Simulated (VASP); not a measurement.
# SnO2: single point with LDA

Crystal: SnO2.

```xyz
6
Lattice="-2.0001 2.0001 5.1237 2.0001 -2.0001 5.1237 2.0001 2.0001 -5.1237" Properties=species:S:1:pos:R:3 pbc="T T T"
Sn    0.0000    2.0001    2.5618
Sn    0.0000    0.0000    0.0000
O     0.0000    0.0000    8.1622
O     0.0000    2.0001    4.6470
O     0.0000    0.0000    2.0851
O     0.0000    2.0001    0.4767
```

```json
{
  "Program": "VASP 6.6.1",
  "Task": "single point",
  "Functional": "LDA",
  "Potentials or basis": "VASP PAW LDA potentials, release 64 (Sn_d, O)",
  "Cutoff": "520 eV",
  "k mesh": "8 × 8 × 8",
  "Occupations": "gaussian, width 0.01 eV",
  "Spin": "no spin polarisation",
  "Dipole correction": "no",
  "Further INCAR settings": "ALGO = Normal; EDIFF = 1e-06; NBANDS = 35"
}
```

| Item | Value |
| --- | --- |
| Pressure | -3.0 GPa |
| Largest force | 0.158 eV/Å |
| Band gap on the k mesh | 1.52 eV, indirect (least direct gap 1.91 eV) |

Forces on the atoms (eV/Å):
```
Sn   0.000  0.000  0.000
Sn   0.000  0.000  0.000
O    0.000  0.000  0.158
O    0.000  0.000 -0.158
O    0.000  0.000 -0.158
O    0.000  0.000  0.158
```

Stress tensor (GPa, compression positive):
```
-2.73  0.00  0.00
 0.00 -2.73  0.00
 0.00  0.00 -3.67
```

Levels at points of the mesh, in eV from the valence-band top:
| k point | band 23 | band 24 | band 25 | band 26 | band 27 | band 28 | band 29 | band 30 |
| --- | --- | --- | --- | --- | --- | --- | --- | --- |
| (0.00, 0.00, 0.00) | -0.68 | -0.68 | -0.39 | -0.39 | 1.52 | 5.40 | 9.01 | 9.54 |
| (0.50, 0.00, 0.00) | -0.78 | -0.76 | -0.59 | -0.41 | 4.83 | 6.03 | 7.71 | 8.42 |
| (0.50, 0.50, 0.00) | -0.84 | -0.84 | -0.05 | -0.05 | 7.16 | 7.16 | 7.47 | 7.47 |
| (0.50, 0.50, 0.50) | -1.03 | -1.03 | -0.28 | -0.28 | 4.13 | 4.13 | 7.38 | 7.38 |

It took 4.1 min on 1 thread of Intel(R) Xeon(R) Platinum 8259CL CPU @ 2.50GHz (Skylake/Cascade Lake), on a shared host, peak memory 0.33 GiB.

Caveat: spin-orbit coupling is left out, which moves the levels of the heavy elements. A k mesh can miss the band edges.
